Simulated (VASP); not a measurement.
**HfNiS4: single point with PBE**

Crystal: HfNiS4.

```xyz
6
Lattice="4.2038 0.0000 0.0000 0.0000 4.2038 0.0000 0.0000 0.0000 6.1180" Properties=species:S:1:pos:R:3 pbc="T T T"
Hf    2.1019    2.1019    3.0590
Ni    0.0000    0.0000    0.0000
S     0.0000    2.1019    4.6535
S     2.1019    0.0000    4.6535
S     0.0000    2.1019    1.4645
S     2.1019    0.0000    1.4645
```

The cell was built from a structure type or drawn by symmetry, and may not be a known phase.

```
Program                : VASP 6.6.1
Task                   : single point
Functional             : PBE
Potentials or basis    : VASP PAW PBE potentials, release 64 (Hf_pv, Ni, S)
Cutoff                 : 520 eV
k mesh                 : 4 × 4 × 4
Occupations            : gaussian, width 0.1 eV
Spin                   : collinear spin, ferromagnetic start
Starting moments       : [0.0, 2.0, 0.0, 0.0, 0.0, 0.0] μB
Dipole correction      : no
Further INCAR settings : ALGO = Normal; EDIFF = 1e-06; NBANDS = 35
```

* Pressure: -0.4 GPa
* Largest force: 0.045 eV/Å
* Net moment: 0.56 μB per cell
* Site moments: Hf +0.01; Ni +0.38; S +0.03 μB
* Valence electrons inside the program's atomic spheres: Hf 8.21; Ni 8.96; S 3.66

Forces on the atoms (eV/Å):
```
Hf   0.000  0.000  0.000
Ni   0.000  0.000  0.000
S    0.000  0.000 -0.045
S    0.000  0.000 -0.045
S    0.000  0.000  0.045
S    0.000  0.000  0.045
```

Stress tensor (GPa, compression positive):
```
-0.45  0.00  0.00
 0.00 -0.45  0.00
 0.00  0.00 -0.34
```

Levels at points of the mesh, in eV from the Fermi level:
Spin up:
| k point | band 19 | band 20 | band 21 | band 22 | band 23 | band 24 | band 25 | band 26 |
| --- | --- | --- | --- | --- | --- | --- | --- | --- |
| (0.00, 0.00, 0.00) | -0.80 | -0.35 | -0.35 | 0.12 | 0.80 | 0.83 | 0.83 | 1.57 |
| (0.50, 0.00, 0.00) | -1.74 | -1.22 | -1.05 | -0.79 | 0.03 | 0.63 | 1.58 | 2.01 |
| (0.50, 0.50, 0.00) | -1.21 | -0.03 | -0.02 | -0.02 | 0.95 | 1.26 | 1.43 | 1.63 |
| (0.00, 0.00, 0.50) | -1.52 | -0.88 | -0.88 | -0.10 | 0.70 | 0.70 | 0.99 | 1.55 |
| (0.50, 0.00, 0.50) | -2.48 | -1.72 | -1.52 | -1.12 | -0.85 | -0.50 | 1.91 | 3.08 |
| (0.50, 0.50, 0.50) | -1.09 | -0.73 | -0.73 | 0.62 | 1.00 | 1.58 | 1.67 | 1.95 |
Spin down:
| k point | band 18 | band 19 | band 20 | band 21 | band 22 | band 23 | band 24 | band 25 |
| --- | --- | --- | --- | --- | --- | --- | --- | --- |
| (0.00, 0.00, 0.00) | -0.75 | -0.47 | -0.32 | -0.32 | 0.14 | 0.87 | 1.04 | 1.04 |
| (0.50, 0.00, 0.00) | -1.66 | -1.43 | -1.03 | -0.99 | -0.42 | 0.35 | 0.81 | 1.59 |
| (0.50, 0.50, 0.00) | -1.41 | -1.19 | 0.02 | 0.21 | 0.21 | 0.97 | 1.29 | 1.59 |
| (0.00, 0.00, 0.50) | -1.26 | -1.26 | -0.86 | -0.86 | 0.28 | 0.85 | 0.85 | 0.99 |
| (0.50, 0.00, 0.50) | -2.50 | -2.43 | -1.42 | -1.32 | -0.72 | -0.52 | -0.14 | 1.92 |
| (0.50, 0.50, 0.50) | -1.19 | -1.08 | -0.38 | -0.38 | 0.65 | 1.04 | 1.61 | 1.82 |

Wall time 99 s on 1 thread of Intel(R) Xeon(R) 6975P-C (Granite Rapids), with other jobs on the host, peak memory 0.31 GiB.

Caveat: the k points lie up to 0.37 Å⁻¹ apart; spin-orbit coupling is left out, which moves the levels of the heavy elements; a cell with one magnetic atom can't hold antiferromagnetic order, which such compounds often take. With open d or f shells a metallic result of PBE can be an artefact of self-interaction; +U or a hybrid may open a gap.
